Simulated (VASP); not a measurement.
# WS2 (Cm) in VASP: notebook, part 2 of 2

VASP 6.6.1. The steps go on from the part before.

## Step 3: Single point, PBEsol (strain -0.1125 x Voigt [0, 1, 0, 0, 0, 0])

INCAR

```
SYSTEM = WS2
ALGO = Normal
EDIFF = 1E-6
ENCUT = 520
GGA = PS
ISIF = 2
ISMEAR = 0
LASPH = .TRUE.
LCHARG = .FALSE.
LREAL = .FALSE.
LWAVE = .FALSE.
NBANDS = 20
NELM = 60
PREC = Accurate
SIGMA = 0.05
```

KPOINTS

```
k-points
0
G
  12 12 12
  0 0 0
```

POSCAR

```
WS2
1.0
    1.5790003843      0.8090772135      6.1633300000
   -1.5790003843      0.8090772135      6.1633300000
    0.0000000000     -1.6181544270      6.1633300000
W S
1 2
Direct
    0.0000000000      0.0000000000      0.0000000000
    0.7503000000      0.7503000000      0.7503000000
    0.5810000000      0.5810000000      0.5810000000
```

Potentials or basis: VASP PAW PBE potentials, release 64 (W_sv, S).

The run is started by

```sh
$ cat potpaw_PBE.64/W_sv/POTCAR potpaw_PBE.64/S/POTCAR > POTCAR
$ mpirun -np 1 vasp_std > vasp.out
```

OUTCAR:

```text
SYSTEM = WS2
   EDIFF = 1E-6
   ENCUT = 520
   GGA = PS
   ISIF = 2
   ISMEAR = 0
   LASPH = .TRUE.
   LREAL = .FALSE.
   NELM = 60
   PREC = Accurate

 ion  position               nearest neighbor table
   1  0.000  0.000  0.000-   2 2.24   3 2.26   2 2.35   2 2.35   3 2.38   3 2.38
   2  0.750  0.750  0.750-   1 2.24   1 2.35   1 2.35
   3  0.581  0.581  0.581-   1 2.26   1 2.38   1 2.38

  LATTYP: Found a base centered monoclinic cell.
 ALAT       =     4.8544632810
 B/A-ratio  =     0.6505355146
 C/A-ratio  =     1.3126497500
 COS(beta)  =    -0.2539392807

  Lattice vectors:

 A1 = (   1.5790003843,   2.4272316405,   0.0000000000)
 A2 = (  -1.5790003843,   2.4272316405,   0.0000000000)
 A3 = (   0.0000000000,  -1.6181544270,   6.1633300000)

Analysis of symmetry for initial positions (statically):
=====================================================================
 Subroutine PRICEL returns:
 Original cell was already a primitive cell.

 Routine SETGRP: Setting up the symmetry group for a
 base centered monoclinic supercell.

 Subroutine GETGRP returns: Found  2 space group operations
 (whereof  2 operations were pure point group operations)
 out of a pool of  4 trial point group operations.

The static configuration has the point symmetry C_1h.

Analysis of symmetry for dynamics (positions and initial velocities):
=====================================================================
 Subroutine PRICEL returns:
 Original cell was already a primitive cell.

 Routine SETGRP: Setting up the symmetry group for a
 base centered monoclinic supercell.

 Subroutine GETGRP returns: Found  2 space group operations
 (whereof  2 operations were pure point group operations)
 out of a pool of  4 trial point group operations.

The dynamic configuration has the point symmetry C_1h.

 Subroutine INISYM returns: Found  2 space group operations
 (whereof  2 operations are pure point group operations),
 and found     1 'primitive' translations

----------------------------------------------------------------------------------------

                                     Primitive cell

  volume of cell :      47.2432

  direct lattice vectors                    reciprocal lattice vectors
     1.579000384  0.809077213  6.163330000     0.316656034  0.205995996  0.054083318
    -1.579000384  0.809077213  6.163330000    -0.316656034  0.205995996  0.054083318
     0.000000000 -1.618154427  6.163330000     0.000000000 -0.411991993  0.054083318

  length of vectors
     6.413617142  6.413617142  6.372210012     0.381615513  0.381615513  0.415526662

  position of ions in fractional coordinates (direct lattice)
     0.000000000  0.000000000  0.000000000
     0.750300000  0.750300000  0.750300000
     0.581000000  0.581000000  0.581000000

  ion indices of the primitive-cell ions
   primitive index   ion index
                 1           1
                 2           2
                 3           3

----------------------------------------------------------------------------------------

 KPOINTS: k-points

Automatic generation of k-mesh.
 Grid dimensions read from file:
 generate k-points for:   12   12   12

 Generating k-lattice:

  Cartesian coordinates                     Fractional coordinates (reciprocal lattice)
     0.026388003  0.017166333  0.004506943     0.083333333  0.000000000  0.000000000
    -0.026388003  0.017166333  0.004506943     0.000000000  0.083333333  0.000000000
     0.000000000 -0.034332666  0.004506943     0.000000000  0.000000000  0.083333333

  Length of vectors
     0.031801293  0.031801293  0.034627222

  Shift w.r.t. Gamma in fractional coordinates (k-lattice)
     0.000000000  0.000000000  0.000000000

 Subroutine IBZKPT returns following result:
 ===========================================

 Found    476 irreducible k-points:

 Following reciprocal coordinates:
            Coordinates               Weight
  0.000000  0.000000  0.000000      1.000000
  0.083333 -0.000000  0.000000      4.000000
  0.166667 -0.000000 -0.000000      4.000000
  0.250000 -0.000000  0.000000      4.000000
  0.333333 -0.000000 -0.000000      4.000000
  0.416667  0.000000  0.000000      4.000000
[... 16 lines left out ...]
  0.500000  0.166667  0.000000      4.000000
 -0.416667  0.166667  0.000000      4.000000
 [... further k-points ...]
   k-points           NKPTS =    476   k-points in BZ     NKDIM =    476   number of bands    NBANDS=     20
   number of dos      NEDOS =    301   number of ions     NIONS =      3
   total plane-waves  NPLWV = 110592
   dimension x,y,z NGX =    48 NGY =   48 NGZ =   48
   dimension x,y,z NGXF=    96 NGYF=   96 NGZF=   96
   ions per type =               1   2
   NGX,Y,Z   is equivalent  to a cutoff of  12.44, 12.44, 12.52 a.u.
   NGXF,Y,Z  is equivalent  to a cutoff of  24.88, 24.88, 25.05 a.u.
 SYSTEM =  WS2
   PREC   = accura    normal or accurate (medium, high low for compatibility)
   ISTART =      0    job   : 0-new  1-cont  2-samecut
   ICHARG =      2    charge: 1-file 2-atom 10-const
   ISPIN  =      1    spin polarized calculation?
   LNONCOLLINEAR =      F non collinear calculations
   LSORBIT =      F    spin-orbit coupling
   LASPH  =      T    aspherical Exc in radial PAW
   ENCUT  =  520.0 eV  38.22 Ry    6.18 a.u.  11.93 11.93 11.85*2*pi/ulx,y,z
   NELM   =     60;   NELMIN=  2; NELMDL= -5     # of ELM steps
   EDIFF  = 0.1E-05   stopping-criterion for ELM
   LREAL  =      F    real-space projection
[... 7 lines left out ...]
   TEBEG  =    0.0;   TEEND  =   0.0 temperature during run
   PSTRESS=    0.0 pullay stress
   NELECT =      26.0000    total number of electrons
   NUPDOWN=      -1.0000    fix difference up-down
   EMIN   =  10.00;   EMAX   =-10.00  energy-range for DOS
   EFERMI =   0.00;   METHOD = LEGACY
   ISMEAR =     0;   SIGMA  =   0.05  broadening in eV -4-tet -1-fermi 0-gaus
   EFERMI_NEDOS =   21; number of points for ismear=-14 and -15
   IALGO  =     38    algorithm
   IMIX   =      4    mixing-type and parameters
     AMIX     =   0.40;   BMIX     =  1.00
     AMIX_MAG =   1.60;   BMIX_MAG =  1.00
  volume/ion in A,a.u.               =      15.75       106.27
  Fermi-wavevector in a.u.,A,eV,Ry     =   1.341590  2.535237 24.488615  1.799862
  Thomas-Fermi vector in A             =   2.469811
   LORBIT       =      0    0 simple, 1 ext, 2 COOP (PROOUT), +10 PAW based schemes
   GGA     = PS    functional components
   LHFCALC =     F    Hartree Fock is set to
   AEXX    =    0.0000 exact exchange contribution
   IVDW    =     0    specifies the selected vdW correction
   LEPSILON=     F    determine dielectric tensor
   LRPA    =     F    only Hartree local field effects (RPA)
 non-spin polarized calculation
 Gauss-broadening in eV      SIGMA  =   0.05
  energy-cutoff  :      520.00
  volume of cell :       47.24
 maximum number of plane-waves:      1289
   NGX = 23   NGY = 23   NGZ = 23

 number of electron      26.0000001 magnetization

 Free energy of the ion-electron system (eV)
  ---------------------------------------------------
  ext. energy  EPLUGINS =         0.00000000
  ---------------------------------------------------
  free energy    TOTEN  =       -24.48933419 eV

  energy without entropy =      -24.48933419  energy(sigma->0) =      -24.48933419

 E-fermi :   8.7124     XC(G=0): -11.6931

 val. band max:        8.5044576186   @ k =   0.5000   0.5000   0.5000
 cond. band min:       9.6710037637   @ k =  -0.1667   0.1667   0.0000
 fundamental gap:      1.1665461450
 Fermi energy:         8.7123606186

 k-point     1 :       0.0000    0.0000    0.0000
  band No.  band energies     occupation
      1     -65.3390      2.00000
      2     -29.8495      2.00000
      3     -29.4597      2.00000
      4     -29.2753      2.00000
      5      -7.6409      2.00000
      6      -5.4340      2.00000
[... 12 lines left out ...]
     19      17.4541      0.00000
     20      17.6650      0.00000

 k-point     2 :       0.0833   -0.0000    0.0000
  band No.  band energies     occupation
      1     -65.3361      2.00000
      2     -29.8412      2.00000
      3     -29.4904      2.00000
      4     -29.2993      2.00000
      5      -7.4975      2.00000
      6      -5.3922      2.00000
[... 12 lines left out ...]
     19      17.5235      0.00000
     20      18.0642      0.00000
[... 465 lines left out ...]
      3     -29.7107      2.00000
      4     -29.5647      2.00000
      5      -4.6956      2.00000
      6      -4.5191      2.00000
[... 12 lines left out ...]
     19      17.1823      0.00000
     20      17.9096      0.00000

 k-point    24 :      -0.4167    0.1667    0.0000
  band No.  band energies     occupation
      1     -65.2920      2.00000
      2     -30.0224      2.00000
      3     -29.7095      2.00000
      4     -29.5812      2.00000
      5      -4.5860      2.00000
      6      -4.4698      2.00000
[... 12 lines left out ...]
     19      17.6097      0.00000
     20      18.0765      0.00000

 [... further k-points ...]
[... 5 lines left out ...]
  --------------------------------------------------------------------------------------
  -------------------------------------------------------------------------------------
  Total        3.9586939     14.1311174      5.3571199      0.0000000     -0.3186377      0.0000000
  in kB      134.2528845    479.2346485    181.6783075      0.0000000    -10.8060978      0.0000000
  external PRESSURE =     265.0552802 kB  Pullay stress =       0.0000000 kB

 VOLUME and BASIS-vectors are now :
 -----------------------------------------------------------------------------
  energy-cutoff  :      520.00
  volume of cell :       47.24
      direct lattice vectors                 reciprocal lattice vectors
     1.579000384  0.809077213  6.163330000     0.316656034  0.205995996  0.054083318
    -1.579000384  0.809077213  6.163330000    -0.316656034  0.205995996  0.054083318
     0.000000000 -1.618154427  6.163330000     0.000000000 -0.411991993  0.054083318

 POSITION                                       TOTAL-FORCE (eV/Angst)
 -----------------------------------------------------------------------------------
      0.00000      0.00000      0.00000         0.000000      1.665210     -0.790374
      0.00000      0.00000     13.87304         0.000000     -0.891077      1.966089
      0.00000      0.00000     10.74268         0.000000     -0.774133     -1.175715
 -----------------------------------------------------------------------------------
    total drift:                                0.000000      0.000039     -0.000020

  FREE ENERGIE OF THE ION-ELECTRON SYSTEM (eV)
  ---------------------------------------------------
  free  energy   TOTEN  =       -24.4893341947 eV

  energy  without entropy=      -24.4893341947  energy(sigma->0) =      -24.48933419
```

OSZICAR:

```text
N       E                     dE             d eps       ncg     rms          rms(c)
DAV:   1     0.201372810426E+03    0.20137E+03   -0.13149E+04 19048   0.132E+03
DAV:   2    -0.152203946399E+02   -0.21659E+03   -0.20941E+03 21916   0.352E+02
DAV:   3    -0.254320409314E+02   -0.10212E+02   -0.10102E+02 23904   0.717E+01
DAV:   4    -0.255748668139E+02   -0.14283E+00   -0.14271E+00 22920   0.902E+00
DAV:   5    -0.255771196252E+02   -0.22528E-02   -0.22527E-02 23684   0.119E+00    0.356E+01
DAV:   6    -0.246601023382E+02    0.91702E+00   -0.29550E+00 22180   0.128E+01    0.156E+01
DAV:   7    -0.245311123127E+02    0.12899E+00   -0.99784E-01 20400   0.568E+00    0.507E+00
DAV:   8    -0.244925764291E+02    0.38536E-01   -0.27293E-01 21368   0.342E+00    0.165E+00
DAV:   9    -0.244899648793E+02    0.26115E-02   -0.15164E-02 24080   0.833E-01    0.798E-01
DAV:  10    -0.244893666383E+02    0.59824E-03   -0.65666E-03 22032   0.563E-01    0.780E-02
DAV:  11    -0.244893258258E+02    0.40812E-04   -0.49958E-04 21528   0.164E-01    0.488E-02
DAV:  12    -0.244893311951E+02   -0.53693E-05   -0.35041E-05 23236   0.468E-02    0.142E-02
DAV:  13    -0.244893340796E+02   -0.28845E-05   -0.29938E-06 21276   0.129E-02    0.681E-03
DAV:  14    -0.244893341947E+02   -0.11506E-06   -0.47340E-07 13232   0.430E-03
   1 F= -.24489334E+02 E0= -.24489334E+02  d E =-.506139E-12
```

stdout:

```text
POSCAR found type information on POSCAR W S
 POSCAR found :  2 types and       3 ions
 scaLAPACK will be used
 -----------------------------------------------------------------------------
|                                                                             |
|                                                                             |
|     You enforced a specific xc type in the INCAR file but a different       |
|     I HOPE YOU KNOW WHAT YOU ARE DOING!                                     |
|                                                                             |
 -----------------------------------------------------------------------------

 LDA part: xc-table for (Slater+PW92), standard interpolation
 POSCAR, INCAR and KPOINTS ok, starting setup
 FFT: planning ... GRIDC
 FFT: planning ... GRID_SOFT
 FFT: planning ... GRID
 WAVECAR not read
 entering main loop
```

Run time: 29 min. Hardware: 1 thread of Oxide Virtual Turin-like, shared host; peak memory 0.59 GiB.

Results:

| Item | Value |
| --- | --- |
| Free energy | -24.4893 eV |
| Pressure | 26.5 GPa |
| Largest force | 2.159 eV/Å |
| Band gap on the k mesh | 1.17 eV (least direct gap 1.87 eV) |

Forces on the atoms (eV/Å):
```
W    0.000  1.665 -0.790
S    0.000 -0.891  1.966
S    0.000 -0.774 -1.176
```

Levels at points of the mesh, in eV from the valence-band top:
| k point | band 9 | band 10 | band 11 | band 12 | band 13 | band 14 | band 15 | band 16 | band 17 | band 18 |
| --- | --- | --- | --- | --- | --- | --- | --- | --- | --- | --- |
| (0.00, 0.00, 0.00) | -2.24 | -1.90 | -1.82 | -1.52 | -1.14 | 2.52 | 2.94 | 3.76 | 4.06 | 6.16 |
| (0.50, 0.00, 0.00) | -5.55 | -3.47 | -2.47 | -1.79 | -0.53 | 2.95 | 3.31 | 4.27 | 5.26 | 5.87 |
| (0.50, 0.50, 0.00) | -5.04 | -4.80 | -2.95 | -2.27 | -0.92 | 3.02 | 3.89 | 4.01 | 4.89 | 6.64 |
| (0.00, 0.00, 0.50) | -5.31 | -4.88 | -2.43 | -2.04 | -1.04 | 2.94 | 3.95 | 4.03 | 4.20 | 6.25 |
| (0.50, 0.00, 0.50) | -5.26 | -3.72 | -2.90 | -1.42 | -0.70 | 2.92 | 3.56 | 4.13 | 5.63 | 6.18 |
| (0.50, 0.50, 0.50) | -4.00 | -2.15 | -1.79 | -1.29 | 0.00 | 2.63 | 2.77 | 3.87 | 3.93 | 6.22 |

Caveat: the cell differs from its parent crystal (strain -0.1125 x Voigt [0, 1, 0, 0, 0, 0]); the stress differs along the axes, from 13 to 48 GPa; the PAW data sets were made with another functional, which shifts forces and pressure a little; spin-orbit coupling is left out, which moves the levels of the heavy elements.
